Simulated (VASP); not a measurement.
# HfO2 (Fm-3m) in VASP: notebook

The runs below take HfO2 through single point, relaxation of cell and atoms, with LDA.

Program: VASP 6.6.1. These are calculated values, not measurements. Logs are shortened: lines on timing, memory, paths and dates and some standing lists are left out, and cuts for length are marked.

## Step 1: The cell of the first run

Symmetry: Fm-3m, No. 225, cubic system. The conventional cell has a = 4.917 Å, b = 4.917 Å, c = 4.917 Å, α = 90.00°, β = 90.00°, γ = 90.00°. Within 2.8 Å of Hf (site symmetry m-3m) lie 8 O at 2.13 Å. Within 2.8 Å of O (site symmetry -43m) lie 4 Hf at 2.13 Å and 6 O at 2.46 Å.

## Step 2: Single point, LDA

Input file INCAR:

```
PREC = Accurate ; ENCUT = 600
EDIFF = 1E-6 ; ISMEAR = 0
SIGMA = 0.01 ; LREAL = False
LASPH = True ; NELM = 120
ALGO = Normal ; ISIF = 2
LWAVE = False ; LCHARG = True
GGA = CA ; LELF = True
LVHAR = True ; NBANDS = 18
GGA_COMPAT = False
```

Input file KPOINTS:

```
Automatic mesh
0
Gamma
  8 8 8
```

Input file POSCAR:

```
HfO2
1.0
    0.0000000000      2.4584450988      2.4584450988
    2.4584450988      0.0000000000      2.4584450988
    2.4584450988      2.4584450988      0.0000000000
Hf O
1 2
Direct
    0.0000000000      0.0000000000      0.0000000000
    0.2500000000      0.2500000000      0.2500000000
    0.7500000000      0.7500000000      0.7500000000
```

Potentials or basis: VASP PAW LDA potentials, release 64 (Hf_pv, O).

Run with:

```console
> cat potpaw_LDA.64/Hf_pv/POTCAR potpaw_LDA.64/O/POTCAR > POTCAR
> mpirun -np 1 vasp_std > vasp.out
```

OUTCAR:

```text
PREC = Accurate
   ENCUT = 600
   EDIFF = 1E-6
   ISMEAR = 0
   LREAL = False
   LASPH = True
   NELM = 120
   ISIF = 2
   GGA = CA

 ion  position               nearest neighbor table
   1  0.000  0.000  0.000-   3 2.13   3 2.13   3 2.13   2 2.13   2 2.13   2 2.13   3 2.13   2 2.13

   2  0.250  0.250  0.250-   1 2.13   1 2.13   1 2.13   1 2.13
   3  0.750  0.750  0.750-   1 2.13   1 2.13   1 2.13   1 2.13

  LATTYP: Found a face centered cubic cell.
 ALAT       =     4.9168901976

  Lattice vectors:

 A1 = (   0.0000000000,   2.4584450988,   2.4584450988)
 A2 = (   2.4584450988,   0.0000000000,   2.4584450988)
 A3 = (   2.4584450988,   2.4584450988,   0.0000000000)

Analysis of symmetry for initial positions (statically):
=====================================================================
 Subroutine PRICEL returns:
 Original cell was already a primitive cell.

 Routine SETGRP: Setting up the symmetry group for a
 face centered cubic supercell.

 Subroutine GETGRP returns: Found 48 space group operations
 (whereof 48 operations were pure point group operations)
 out of a pool of 48 trial point group operations.

The static configuration has the point symmetry O_h .

Analysis of symmetry for dynamics (positions and initial velocities):
=====================================================================
 Subroutine PRICEL returns:
 Original cell was already a primitive cell.

 Routine SETGRP: Setting up the symmetry group for a
 face centered cubic supercell.

 Subroutine GETGRP returns: Found 48 space group operations
 (whereof 48 operations were pure point group operations)
 out of a pool of 48 trial point group operations.

The dynamic configuration has the point symmetry O_h .

 Subroutine INISYM returns: Found 48 space group operations
 (whereof 48 operations are pure point group operations),
 and found     1 'primitive' translations

----------------------------------------------------------------------------------------

                                     Primitive cell

  volume of cell :      29.7174

  direct lattice vectors                    reciprocal lattice vectors
     0.000000000  2.458445099  2.458445099    -0.203380584  0.203380584  0.203380584
     2.458445099  0.000000000  2.458445099     0.203380584 -0.203380584  0.203380584
     2.458445099  2.458445099  0.000000000     0.203380584  0.203380584 -0.203380584

  length of vectors
     3.476766401  3.476766401  3.476766401     0.352265505  0.352265505  0.352265505

  position of ions in fractional coordinates (direct lattice)
     0.000000000  0.000000000  0.000000000
     0.250000000  0.250000000  0.250000000
     0.750000000  0.750000000  0.750000000

  ion indices of the primitive-cell ions
   primitive index   ion index
                 1           1
                 2           2
                 3           3

----------------------------------------------------------------------------------------

 KPOINTS: Automatic mesh

Automatic generation of k-mesh.
 Grid dimensions read from file:
 generate k-points for:    8    8    8

 Generating k-lattice:

  Cartesian coordinates                     Fractional coordinates (reciprocal lattice)
    -0.025422573  0.025422573  0.025422573     0.125000000  0.000000000  0.000000000
     0.025422573 -0.025422573  0.025422573     0.000000000  0.125000000  0.000000000
     0.025422573  0.025422573 -0.025422573     0.000000000  0.000000000  0.125000000

  Length of vectors
     0.044033188  0.044033188  0.044033188

  Shift w.r.t. Gamma in fractional coordinates (k-lattice)
     0.000000000  0.000000000  0.000000000

 Subroutine IBZKPT returns following result:
 ===========================================

 Found     29 irreducible k-points:

 Following reciprocal coordinates:
            Coordinates               Weight
  0.000000  0.000000  0.000000      1.000000
  0.125000  0.000000  0.000000      8.000000
  0.250000  0.000000  0.000000      8.000000
  0.375000  0.000000  0.000000      8.000000
  0.500000  0.000000  0.000000      4.000000
  0.125000  0.125000  0.000000      6.000000
[... 16 lines left out ...]
  0.500000  0.250000  0.125000     48.000000
 -0.375000  0.250000  0.125000     24.000000
 [... further k-points ...]
   k-points           NKPTS =     29   k-points in BZ     NKDIM =     29   number of bands    NBANDS=     18
   number of dos      NEDOS =    301   number of ions     NIONS =      3
   total plane-waves  NPLWV =  21952
   dimension x,y,z NGX =    28 NGY =   28 NGZ =   28
   dimension x,y,z NGXF=    56 NGYF=   56 NGZF=   56
   ions per type =               1   2
   NGX,Y,Z   is equivalent  to a cutoff of  13.39, 13.39, 13.39 a.u.
   NGXF,Y,Z  is equivalent  to a cutoff of  26.78, 26.78, 26.78 a.u.
 SYSTEM =  unknown system
   PREC   = accura    normal or accurate (medium, high low for compatibility)
   ISTART =      0    job   : 0-new  1-cont  2-samecut
   ICHARG =      2    charge: 1-file 2-atom 10-const
   ISPIN  =      1    spin polarized calculation?
   LNONCOLLINEAR =      F non collinear calculations
   LSORBIT =      F    spin-orbit coupling
   LASPH  =      T    aspherical Exc in radial PAW
   ENCUT  =  600.0 eV  44.10 Ry    6.64 a.u.   6.94  6.94  6.94*2*pi/ulx,y,z
   NELM   =    120;   NELMIN=  2; NELMDL= -5     # of ELM steps
   EDIFF  = 0.1E-05   stopping-criterion for ELM
   LREAL  =      F    real-space projection
   EDIFFG = 0.1E-04   stopping-criterion for IOM
   NSW    =      0    number of steps for IOM
   IBRION =     -1    ionic relax: 0-MD 1-quasi-New 2-CG
   NFREE  =      0    steps in history (QN), initial steepest desc. (CG)
   ISIF   =      2    stress and relaxation
   ISYM   =      2    0-nonsym 1-usesym 2-fastsym
   POTIM  = 0.5000    time-step for ionic-motion
   TEBEG  =    0.0;   TEEND  =   0.0 temperature during run
   PSTRESS=    0.0 pullay stress
   NELECT =      22.0000    total number of electrons
   NUPDOWN=      -1.0000    fix difference up-down
   EMIN   =  10.00;   EMAX   =-10.00  energy-range for DOS
   EFERMI =   0.00;   METHOD = LEGACY
   ISMEAR =     0;   SIGMA  =   0.01  broadening in eV -4-tet -1-fermi 0-gaus
   EFERMI_NEDOS =   21; number of points for ismear=-14 and -15
   IALGO  =     38    algorithm
   IMIX   =      4    mixing-type and parameters
     AMIX     =   0.40;   BMIX     =  1.00
     AMIX_MAG =   1.60;   BMIX_MAG =  1.00
  volume/ion in A,a.u.               =       9.91        66.85
  Fermi-wavevector in a.u.,A,eV,Ry     =   1.480966  2.798621 29.841135  2.193262
  Thomas-Fermi vector in A             =   2.594935
   LORBIT       =      0    0 simple, 1 ext, 2 COOP (PROOUT), +10 PAW based schemes
   GGA     = CA    functional components
   LHFCALC =     F    Hartree Fock is set to
   AEXX    =    0.0000 exact exchange contribution
   IVDW    =     0    specifies the selected vdW correction
   LEPSILON=     F    determine dielectric tensor
   LRPA    =     F    only Hartree local field effects (RPA)
 non-spin polarized calculation
 Gauss-broadening in eV      SIGMA  =   0.01
  energy-cutoff  :      600.00
  volume of cell :       29.72
 maximum number of plane-waves:      1002
   NGX = 13   NGY = 13   NGZ = 13

 number of electron      22.0000011 magnetization

 Free energy of the ion-electron system (eV)
  ---------------------------------------------------
  ext. energy  EPLUGINS =         0.00000000
  ---------------------------------------------------
  free energy    TOTEN  =       -33.03075233 eV

  energy without entropy =      -33.03075233  energy(sigma->0) =      -33.03075233

 E-fermi :   4.9498     XC(G=0): -12.7998

 val. band max:        4.8895793798   @ k =   0.5000   0.5000   0.0000
 cond. band min:       8.7263167705   @ k =   0.5000   0.5000   0.0000
 fundamental gap:      3.8367373907
 Fermi energy:         4.9498299808

 k-point     1 :       0.0000    0.0000    0.0000
  band No.  band energies     occupation
      1     -24.2047      2.00000
      2     -24.2047      2.00000
      3     -24.2047      2.00000
      4     -14.1840      2.00000
      5     -10.5341      2.00000
      6      -1.1140      2.00000
[... 10 lines left out ...]
     17      16.4593      0.00000
     18      18.0341      0.00000

 k-point     2 :       0.1250    0.0000    0.0000
  band No.  band energies     occupation
      1     -24.3147      2.00000
      2     -24.2162      2.00000
      3     -24.2162      2.00000
      4     -13.9120      2.00000
      5     -10.7597      2.00000
      6      -0.9433      2.00000
[... 10 lines left out ...]
     17      16.1228      0.00000
     18      18.0298      0.00000

 k-point     3 :       0.2500    0.0000    0.0000
  band No.  band energies     occupation
      1     -24.5641      2.00000
      2     -24.2436      2.00000
      3     -24.2436      2.00000
      4     -13.2943      2.00000
      5     -11.1709      2.00000
      6      -0.5283      2.00000
[... 10 lines left out ...]
     17      15.5499      0.00000
     18      17.9989      0.00000

 k-point     4 :       0.3750    0.0000    0.0000
  band No.  band energies     occupation
      1     -24.7944      2.00000
      2     -24.2708      2.00000
      3     -24.2708      2.00000
      4     -12.8500      2.00000
      5     -11.2898      2.00000
      6      -0.1346      2.00000
[... 375 lines left out ...]
      4     -12.7358      2.00000
      5     -11.5028      2.00000
      6      -0.4729      2.00000
[... 10 lines left out ...]
     17      15.5765      0.00000
     18      18.0182      0.00000

 k-point    23 :       0.5000    0.2500    0.1250
  band No.  band energies     occupation
      1     -24.7500      2.00000
      2     -24.4454      2.00000
      3     -24.3103      2.00000
      4     -12.3091      2.00000
      5     -11.5987      2.00000
      6      -0.4815      2.00000
[... 10 lines left out ...]
     17      16.2767      0.00000
     18      18.0118      0.00000

 k-point    24 :      -0.3750    0.2500    0.1250
  band No.  band energies     occupation
      1     -24.7931      2.00000
      2     -24.4806      2.00000
      3     -24.3258      2.00000
      4     -12.2685      2.00000
      5     -11.4754      2.00000
      6      -0.4802      2.00000
[... 10 lines left out ...]
     17      16.2648      0.00000
     18      18.0104      0.00000

 [... further k-points ...]

------------------------ aborting loop because EDIFF is reached ----------------------------------------

  FORCE on cell =-STRESS in cart. coord.  units (eV):
  Direction    XX          YY          ZZ          XY          YZ          ZX
  --------------------------------------------------------------------------------------
  -------------------------------------------------------------------------------------
  Total        2.2496170      2.2496170      2.2496170      0.0000000     -0.0000000      0.0000000
  in kB      121.2851513    121.2851513    121.2851513      0.0000000     -0.0000000      0.0000000
  external PRESSURE =     121.2851513 kB  Pullay stress =       0.0000000 kB

 VOLUME and BASIS-vectors are now :
 -----------------------------------------------------------------------------
  energy-cutoff  :      600.00
  volume of cell :       29.72
      direct lattice vectors                 reciprocal lattice vectors
     0.000000000  2.458445099  2.458445099    -0.203380584  0.203380584  0.203380584
     2.458445099  0.000000000  2.458445099     0.203380584 -0.203380584  0.203380584
     2.458445099  2.458445099  0.000000000     0.203380584  0.203380584 -0.203380584

 POSITION                                       TOTAL-FORCE (eV/Angst)
 -----------------------------------------------------------------------------------
      0.00000      0.00000      0.00000        -0.000000      0.000000     -0.000000
      1.22922      1.22922      1.22922         0.000000     -0.000000      0.000000
      3.68767      3.68767      3.68767        -0.000000      0.000000     -0.000000
 -----------------------------------------------------------------------------------
    total drift:                                0.000000      0.000000      0.000000

  FREE ENERGIE OF THE ION-ELECTRON SYSTEM (eV)
  ---------------------------------------------------
  free  energy   TOTEN  =       -33.0307523266 eV

  energy  without entropy=      -33.0307523266  energy(sigma->0) =      -33.03075233
```

Run time: 17 s. Hardware: 1 thread of AMD EPYC 7R43 (Zen 3), shared host; peak memory 0.12 GiB.

What came out:

* Free energy: -33.0308 eV
* Pressure: 12.1 GPa
* Band gap on the k mesh: 3.84 eV

Caveat: the cell stands under pressure; spin-orbit coupling is left out, which moves the levels of the heavy elements. A k mesh can miss the band edges.

## Step 3: Single point, LDA

This run uses another cell than the first one, of 10.21 Å³/atom.

Input file INCAR:

```
SYSTEM = HfO2
PREC = Accurate
ENCUT = 600
EDIFF = 1E-6
ISMEAR = 0
SIGMA = 0.01
LREAL = .False.
LASPH = .True.
NELM = 120
ALGO = Normal
ISIF = 2
LWAVE = .False.
LCHARG = .False.
NBANDS = 18
GGA_COMPAT = .False.
```

Input file KPOINTS:

```
Automatic mesh
0
Gamma
  8 8 8
  0 0 0
```

Input file POSCAR:

```
HfO2
1.0
    0.0000000000      2.4836045420      2.4836045420
    2.4836045420      0.0000000000      2.4836045420
    2.4836045420      2.4836045420      0.0000000000
Hf O
1 2
Direct
    0.0000000000      0.0000000000      0.0000000000
    0.2500000000      0.2500000000      0.2500000000
    0.7500000000      0.7500000000      0.7500000000
```

Potentials or basis: VASP PAW LDA potentials, release 64 (Hf_pv, O).

Run with:

```console
> cat potpaw_LDA.64/Hf_pv/POTCAR potpaw_LDA.64/O/POTCAR > POTCAR
> mpirun -np 1 vasp_std > vasp.out
```

Wall time 16 s (1 thread of AMD EPYC 7R43 (Zen 3), shared host); peak memory 0.12 GiB.

The run converged. Its results:

```
Free energy            : -33.0746 eV
Pressure               : 2.3 GPa
Band gap on the k mesh : 3.76 eV
```

Levels at points of the mesh, in eV from the valence-band top:
| k point | band 8 | band 9 | band 10 | band 11 | band 12 | band 13 | band 14 | band 15 |
| --- | --- | --- | --- | --- | --- | --- | --- | --- |
| (0.00, 0.00, 0.00) | -5.80 | -0.64 | -0.64 | -0.64 | 3.82 | 3.82 | 6.19 | 11.16 |
| (0.50, 0.00, 0.00) | -3.16 | -2.89 | -1.91 | -1.91 | 4.65 | 4.65 | 7.54 | 8.99 |
| (0.50, 0.50, 0.00) | -3.62 | -1.66 | -1.66 | 0.00 | 3.76 | 5.65 | 7.18 | 8.64 |

Caveat: spin-orbit coupling is left out, which moves the levels of the heavy elements. A k mesh can miss the band edges.

## Step 4: Relaxation of cell and atoms, LDA, target pressure 16 GPa, at which the enthalpy is minimised

This run uses another cell than the first one, of 10.42 Å³/atom.

Input file INCAR:

```
SYSTEM = HfO2
  PREC = Accurate
  ENCUT = 600
  EDIFF = 1E-7
  ISMEAR = 0
  SIGMA = 0.01
  LREAL = .FALSE.
  LASPH = .TRUE.
  NELM = 120
  ALGO = Normal
  ISIF = 3
  LWAVE = .FALSE.
  LCHARG = .FALSE.
  GGA = CA
  IBRION = 2
  NSW = 80
  EDIFFG = -0.001
  PSTRESS = 160.0
  GGA_COMPAT = .FALSE.
  NELMIN = 4
```

Input file KPOINTS:

```
Automatic mesh
0
G
  8 8 8
  0 0 0
```

Input file POSCAR:

```
HfO2
1.0
    0.0000000000      2.5004917822      2.5004917822
    2.5004917822      0.0000000000      2.5004917822
    2.5004917822      2.5004917822      0.0000000000
Hf O
1 2
Direct
    0.0000000000      0.0000000000      0.0000000000
    0.2500000000      0.2500000000      0.2500000000
    0.7500000000      0.7500000000      0.7500000000
```

Run with:

```console
> cat potpaw_LDA.64/Hf_pv/POTCAR potpaw_LDA.64/O/POTCAR > POTCAR
> mpirun -np 1 vasp_std > vasp.out
```

Wall time 67 s (1 thread of AMD EPYC 7R43 (Zen 3), shared host); peak memory 0.13 GiB.

Results (log left out):

| Quantity | Value |
| --- | --- |
| Free energy | -33.0068 eV |
| Relaxed volume | 9.79 Å³/atom |
| Relaxed cell | a = 3.464 Å, b = 3.464 Å, c = 3.464 Å, α = 60.00°, β = 60.00°, γ = 60.00° |
| Space group after relaxing (to 0.1 Å) | Fm-3m (No. 225) |
| Energy change on relaxing (the run minimises the enthalpy) | +22.4 meV/atom |
| Ionic steps | 7 |
| Pressure after relaxing | 16.0 GPa |
| Band gap on the k mesh | 3.87 eV |

Step by step:
```csv
step,energy change (eV),largest force (eV/Å),pressure (GPa),volume (Å³)
1,0.0000,0.0000,-3.51,31.27
2,0.9965,0.0000,74.77,25.87
3,0.0596,0.0000,15.04,29.46
4,0.0662,0.0000,15.87,29.39
5,0.0699,0.0000,16.31,29.36
6,0.0630,0.0000,15.47,29.43
7,0.0673,0.0000,16.00,29.38
```

Final structure:
```
CELL_PARAMETERS angstrom
0.00000 2.44919 2.44919
2.44919 0.00000 2.44919
2.44919 2.44919 0.00000
ATOMIC_POSITIONS crystal
Hf 0.00000 0.00000 0.00000
O 0.25000 0.25000 0.25000
O 0.75000 0.75000 0.75000
```

Levels at points of the mesh, in eV from the valence-band top:
| k point | band 7 | band 8 | band 9 | band 10 | band 11 | band 12 | band 13 | band 14 | band 15 |
| --- | --- | --- | --- | --- | --- | --- | --- | --- | --- |
| (0.00, 0.00, 0.00) | -6.08 | -6.08 | -0.66 | -0.66 | -0.66 | 3.91 | 3.91 | 6.52 | 11.73 |
| (0.50, 0.00, 0.00) | -4.95 | -3.21 | -2.99 | -1.95 | -1.95 | 4.80 | 4.80 | 7.96 | 9.13 |
| (0.50, 0.50, 0.00) | -3.70 | -3.70 | -1.74 | -1.74 | 0.00 | 3.87 | 5.88 | 7.60 | 9.02 |

Caveat: the cell is relaxed towards a set pressure, so the run minimises the enthalpy, not the energy; spin-orbit coupling is left out, which moves the levels of the heavy elements.

## Step 5: Summary

| task | cell | gap on the mesh (eV) | pressure (GPa) |
| --- | --- | --- | --- |
| single point | a = 3.477 Å, angles 60.0°, 3 atoms | 3.84 | 12.1 |
| single point | a = 3.512 Å, angles 60.0°, 3 atoms | 3.76 | 2.3 |
| relaxation of cell and atoms | relaxed to 16 GPa from a = 3.536 Å, angles 60.0°, 3 atoms | 3.87 | 16.0 |

Alike in all rows: level LDA; potentials or basis VASP PAW LDA potentials, release 64 (Hf_pv, O); no spin polarisation; k mesh 8 × 8 × 8; cutoff (eV) 600; smearing gaussian 0.01 eV.

Caveats: spin-orbit coupling is left out, which moves the levels of the heavy elements; the cell stands under pressure (at least some runs); the cell is relaxed towards a set pressure, so the run minimises the enthalpy, not the energy (at least some runs).

Total energies depend on the potentials used, so only differences within one code and one set of settings carry meaning.
